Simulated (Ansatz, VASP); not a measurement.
One calculation of As2F, two programs

```
As F
1.0
     3.61520    0.00000    0.00000
    -1.80760    3.13085    0.00000
     0.00000    0.00000   10.23974
As F
4 2
Direct
  0.33333 0.66667 0.56569
  0.66667 0.33333 0.06569
  0.33333 0.66667 0.93431
  0.66667 0.33333 0.43431
  0.33333 0.66667 0.25000
  0.66667 0.33333 0.75000
```

Alike in both runs: functional PBE; k mesh 12 × 12 × 4; occupations gaussian, width 0.1 eV; no spin polarisation.

Ansatz relaxed the structure, and its values are those at the end. VASP's run is a single point on that final structure, the one shown.

```csv
,VASP,Ansatz
version,VASP 6.6.1,Ansatz 0.2.0
potentials or method,"VASP PAW PBE potentials, release 64 (As, F), cutoff 520 eV","scalar-relativistic, plane waves, PAW"
valence electrons in the cell,34,74
```

|  | VASP | Ansatz | Ansatz less VASP |
| --- | --- | --- | --- |
| gap on the k mesh at the Fermi level (eV) | none | none | - |
| pressure (GPa) | 0.1 | 0.0 | -0.10 |
| rms of the force components (eV/Å) | 0.034 | 0.001 | -0.0337 |

A gap of «none» marks a metal or a gap that the smearing closes. The functional is the same, so the differences come from potentials, cutoffs and numerics. VASP's potentials hold 34 valence electrons a cell and Ansatz's 74, so a difference there can come from the potentials and not from the codes.
